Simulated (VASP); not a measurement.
Write the native input for VASP 6.6.1 that does the following.

| Quantity | Value |
| --- | --- |
| Task | single point |
| Functional | PBE |
| Dispersion | D3(BJ) |
| Potentials or basis | VASP PAW PBE potentials, release 64 (C, O, H) |
| Cutoff | 520 eV |
| k mesh | 2 × 2 × 1 |
| Occupations | fermi-dirac, width 0.05 eV |
| Spin | no spin polarisation |
| Dipole correction | no |
| Further INCAR settings | LREAL = Auto; ALGO = Normal; EDIFF = 1e-06; NBANDS = 56 |

The structure of H2C18O lies in POSCAR:

```
H2C18O
1.0
    7.3980000000      0.0000000000      0.0000000000
   -3.6990000000      6.4068560000      0.0000000000
    0.0000000000      0.0000000000     13.0000000000
C O H
18 1 2
Direct
   -0.0076472585      0.0004935338      0.0584033846
    0.2157815398      0.1122346124      0.0583573846
   -0.0065637180      0.3344289305      0.0583433077
    0.2147357293      0.4450683768      0.0582493846
   -0.0070859907      0.6666787891      0.0583279231
    0.2151195566      0.7777749336      0.0581621538
    0.3268788442      0.0013059448      0.0582085385
    0.5481739551      0.1118453419      0.0582813077
    0.3264691273      0.3334835370      0.0583683077
    0.5484524225      0.4444571565      0.0583947692
    0.3258401264      0.6670549486      0.0580508462
    0.5492013823      0.7788572117      0.0581950000
    0.6597819664      0.0000938058      0.0582824615
    0.8817619591      0.1111200252      0.0584127692
    0.6590354845      0.3338163055      0.0583931538
    0.8823989270      0.4454161292      0.0583718462
    0.6600591010      0.6677621598      0.0583644615
    0.8813334054      0.7784691899      0.0583945385
    0.3015367301      0.7733270422      0.3134183077
    0.2590049108      0.8568519411      0.3530280769
    0.2547201014      0.7769119518      0.2439921538
```

The input as run:

INCAR

```
PREC = Accurate ; ENCUT = 520
EDIFF = 1E-6 ; ISMEAR = -1
SIGMA = 0.05 ; LREAL = Auto
LASPH = True ; NELM = 100
ALGO = Normal ; ISIF = 2
LWAVE = False ; LCHARG = False
GGA = PE ; IVDW = 12
NBANDS = 56
```

KPOINTS

```
regular mesh
0
Gamma
  2 2 1
```

Potentials or basis: VASP PAW PBE potentials, release 64 (C, O, H).

Command:

```bash
$ cat potpaw_PBE.64/C/POTCAR potpaw_PBE.64/O/POTCAR potpaw_PBE.64/H/POTCAR > POTCAR
$ mpirun -np 1 vasp_std > vasp.out
```

Results of the run:

```
Largest force              : 0.121 eV/Å
Band gap on the k mesh     : 0.09 eV
Dispersion energy per atom : -0.082 eV
```

Caveat: the k points lie up to 0.49 Å⁻¹ apart; there is no dipole correction, which matters where the two faces differ.

Wall time 10 min on 1 thread of Oxide Virtual Turin-like Processor, with other jobs on the host, peak memory 0.6 GiB.
